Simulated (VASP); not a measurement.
# ZnS: single point with LDA

**Measured values to compare with.**

“Electronic, vibrational, and thermodynamic properties of ZnS (zincblende and rocksalt structure)”, 2009, arxiv:0911.5022 quotes, for a bulk crystal of ZnS at 19 K: band gap 3.85 eV (direct).

Crystal: ZnS.

```xyz
2
Lattice="0.0000 2.6655 2.6655 2.6655 0.0000 2.6655 2.6655 2.6655 0.0000" Properties=species:S:1:pos:R:3 pbc="T T T"
Zn    3.9982    3.9982    3.9982
S     0.0000    0.0000    0.0000
```

```json
{
 "Program": "VASP 6.6.1",
 "Task": "single point",
 "Functional": "LDA",
 "Potentials or basis": "VASP PAW LDA potentials, release 64 (Zn, S)",
 "Cutoff": "520 eV",
 "k mesh": "9 × 9 × 9",
 "Occupations": "fermi-dirac, width 0.05 eV",
 "Spin": "no spin polarisation"
}
```

```json
{"Pressure": "-1.4 GPa", "Band gap on the k mesh": "2.07 eV, direct"}
```

Levels at points of the mesh, in eV from the valence-band top:
| k point | band 5 | band 6 | band 7 | band 8 | band 9 | band 10 | band 11 | band 12 | band 13 | band 14 |
| --- | --- | --- | --- | --- | --- | --- | --- | --- | --- | --- |
| (0.00, 0.00, 0.00) | -6.14 | -6.14 | 0.00 | 0.00 | 0.00 | 2.07 | 6.23 | 6.23 | 6.23 | 11.75 |

It took 17 s on 1 thread of Intel Xeon 6975P-C, on a shared host, peak memory 0.15 GiB.

Against the measured gap of ZnS, 3.85 eV (direct; 19 K; quoted in “Electronic, vibrational, and thermodynamic properties of ZnS (zincblende and rocksalt structure)”, 2009, arxiv:0911.5022), the calculated 2.07 eV is off by -1.78 eV. The value is that of LDA, without temperature or zero-point motion. Semilocal functionals fall short of measured gaps as a rule.
